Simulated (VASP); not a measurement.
A run of VASP 6.6.1 is set up as follows.

INCAR

```
SYSTEM = Fe
PREC     = Accurate       ! precision mode
ENCUT    = 520            ! plane-wave cutoff, eV
EDIFF    = 1E-6           ! SCF threshold, eV
ISMEAR   = -1             ! smearing method
SIGMA    = 0.05           ! smearing width, eV
LREAL    = .FALSE.        ! projectors in reciprocal space
LASPH    = .TRUE.         ! aspherical terms in the spheres
NELM     = 150            ! most SCF steps
ALGO     = Normal         ! electronic algorithm
ISIF     = 2              ! what is computed and relaxed
LWAVE    = .FALSE.        ! write WAVECAR
LCHARG   = .FALSE.        ! write CHGCAR
ISPIN    = 2              ! spin polarisation
MAGMOM   = 3              ! initial moments
LORBIT   = 11             ! projections on sites
LMAXMIX  = 4              ! l up to which the mixer works
GGA      = PE             ! functional
IVDW     = 12             ! dispersion correction
NBANDS   = 14             ! bands
```

KPOINTS

```
Automatic mesh
0
G
  13 13 13
  0 0 0
```

File POSCAR:

```
Fe
1.0
   -1.4014972494      1.4014972494      1.4014972494
    1.4014972494     -1.4014972494      1.4014972494
    1.4014972494      1.4014972494     -1.4014972494
Fe
1
Direct
    0.0000000000      0.0000000000      0.0000000000
```

Potentials or basis: VASP PAW PBE potentials, release 64 (Fe).

Launch:

```bash
$ cat potpaw_PBE.64/Fe/POTCAR > POTCAR
$ mpirun -np 1 vasp_std > vasp.out
```

**Question.** What does it give for the pressure?

**Answer.** -0.1 GPa.

**Question.** Predict the dispersion energy per atom.

**Answer.** -0.369 eV.
